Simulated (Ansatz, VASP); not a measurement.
# One calculation of Ag, two programs

The input INCAR:

```
ALGO = Fast
EDIFF = 1E-6
ENCUT = 520
GGA = PS
ISIF = 2
ISMEAR = 0
LASPH = True
LCHARG = False
LREAL = False
LWAVE = False
NBANDS = 12
NELM = 100
PREC = Accurate
SIGMA = 0.15
```

Contents of KPOINTS:

```
k-points
0
Gamma
  20 20 20
```

The input POSCAR:

```
Ag
1.0
   -1.6556540000      1.6866975125      1.6866975125
    1.6556540000     -1.6246104875      1.6246104875
    1.6556540000      1.6246104875     -1.6246104875
Ag
1
Direct
    0.0000000000      0.0000000000      0.0000000000
```

Input for Ansatz:

```yaml
crystal:
  lattice:
    - [-1.655654, 1.6866975125, 1.6866975125]
    - [1.655654, -1.6246104875, 1.6246104875]
    - [1.655654, 1.6246104875, -1.6246104875]
  atoms:
    - { symbol: Ag, position: [0.0, 0.0, 0.0] }
basis:
  ecutwfc: 420
kpoints:
  mp_grid: { grid: [20, 20, 20] }
hamiltonian:
  xc: pbesol
scf:
  occupations: { method: gaussian, width: 0.15 }
output:
  forces: true
  stress: true
  eigenvalues: true
```

Change from the starting cell: strain +0.0375 x Voigt [0, 0, 0, 1, 0, 0], atoms carried along.

Alike in both runs: task single point; functional PBEsol; k mesh 20 × 20 × 20; occupations gaussian, width 0.15 eV; no spin polarisation.

|  | VASP | Ansatz |
| --- | --- | --- |
| version | VASP 6.6.1 | Ansatz 0.2.0 |
| potentials or method | VASP PAW PBE potentials, release 64 (Ag), cutoff 520 eV | scalar-relativistic, plane waves, PAW |
| valence electrons in the cell | 11 | 19 |

```tsv
	VASP	Ansatz	Ansatz less VASP
gap on the k mesh at the Fermi level (eV)	none	none	-
pressure (GPa)	-7.2	-7.1	+0.05
traceless stress, the component that is largest in VASP (GPa)	-1.33	-1.33	-0.001
```

VASP's potentials were made for PBE, not for PBEsol. A gap of «none» marks a metal or a gap that the smearing closes. VASP's potentials hold 11 valence electrons a cell and Ansatz's 19, so a difference there can come from the potentials and not from the codes.
